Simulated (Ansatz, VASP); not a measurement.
**Two plane-wave programs on AlRu**

```
Al Ru
1.0
     2.91396    0.00000    0.00000
     0.00000    2.91396    0.00000
     0.00000    0.00000    2.91396
Al Ru
1 1
Direct
  0.00000 0.00000 0.00000
  0.50000 0.50000 0.50000
```

Change from the starting cell: strain -0.030 along x and y, -0.030 along z, atoms carried along.

Alike in both runs: task single point; functional PBE; k mesh 20 × 20 × 20; occupations gaussian, width 0.15 eV; no spin polarisation.

|  | VASP | Ansatz |
| --- | --- | --- |
| version | VASP 6.6.1 | Ansatz 0.2.0 |
| potentials or method | VASP PAW PBE potentials, release 64 (Al, Ru_pv), cutoff 520 eV | scalar-relativistic, plane waves, PAW |
| valence electrons in the cell | 17 | 19 |

|  | VASP | Ansatz | Ansatz less VASP |
| --- | --- | --- | --- |
| gap on the k mesh at the Fermi level (eV) | none | none | - |
| pressure (GPa) | 22.7 | 22.7 | +0.03 |

A gap of «none» marks a metal or a gap that the smearing closes. VASP's potentials hold 17 valence electrons a cell and Ansatz's 19, so a difference there can come from the potentials and not from the codes.
